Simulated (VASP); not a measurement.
Lu, 1 atom in the cell. The typed cell holds 1 atom: a = 3.397 Å, b = 3.386 Å, c = 3.343 Å, α = 108.61°, β = 110.76°, γ = 108.33°.  This cell differs from its parent crystal: the cell strained at random.

- Program: VASP 6.6.1
- Task: single point
- Functional: PBEsol
- Dispersion: D4
- Potentials or basis: VASP PAW PBE potentials, release 64 (Lu)
- Cutoff: 520 eV
- k mesh: 7 × 7 × 7
- Occupations: fermi-dirac, width 0.01 eV
- Spin: no spin polarisation
- Dipole correction: no
- Further INCAR settings: ALGO = Normal; EDIFF = 1e-07; NBANDS = 18

Potentials or basis: VASP PAW PBE potentials, release 64 (Lu).

Run with:

```sh
$ cat potpaw_PBE.64/Lu/POTCAR > POTCAR
$ mpirun -np 1 vasp_std > vasp.out
```

Hardware: 1 thread of Oxide Virtual Turin-like Processor (shared host).

Question: How long does it take, and how much memory?

Answer: It took 2.9 min on 1 thread of Oxide Virtual Turin-like Processor (shared host), peak memory 0.2 GiB. Counts: scf iterations 13, k points 172.
